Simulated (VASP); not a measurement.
Write the native input for VASP 6.6.1 that does the following.

```
Task                   : single point
Functional             : PBE
Potentials or basis    : VASP PAW PBE potentials, release 64 (Y_sv)
Cutoff                 : 520 eV
k mesh                 : 8 × 8 × 3
Occupations            : fermi-dirac, width 0.05 eV
Spin                   : no spin polarisation
Dipole correction      : no
Further INCAR settings : ALGO = Normal; EDIFF = 1e-07; NBANDS = 30
```

The structure of Y lies in POSCAR:

```
Y
1.0
    3.5681856401      0.0000000000      0.0000000000
   -1.7840928201      3.0901394097      0.0000000000
    0.0000000000      0.0000000000     11.6023455607
Y
4
Direct
    0.6666666667      0.3333333333      0.7500000000
    0.0000000000      0.0000000000      0.5000000000
    0.3333333333      0.6666666667      0.2500000000
    0.0000000000      0.0000000000      0.0000000000
```

The input as run:

INCAR

```
ALGO = Normal
EDIFF = 1E-7
ENCUT = 520
GGA = PE
ISIF = 2
ISMEAR = -1
LASPH = T
LCHARG = F
LREAL = F
LWAVE = F
NBANDS = 30
NELM = 80
PREC = Accurate
SIGMA = 0.05
```

KPOINTS

```
k-points
0
Gamma
  8 8 3
```

Potentials or basis: VASP PAW PBE potentials, release 64 (Y_sv).

The run is started by

```sh
$ cat potpaw_PBE.64/Y_sv/POTCAR > POTCAR
$ mpirun -np 1 vasp_std > vasp.out
```

It gave:

The pressure is 0.5 GPa and the band gap on the k mesh is zero (band 22 reaches 3.92 eV, above the bottom of band 23 at 2.85 eV).

It took 58 s on 1 thread of Intel(R) Xeon(R) 6975P-C (Granite Rapids), with other jobs on the host, peak memory 0.27 GiB.
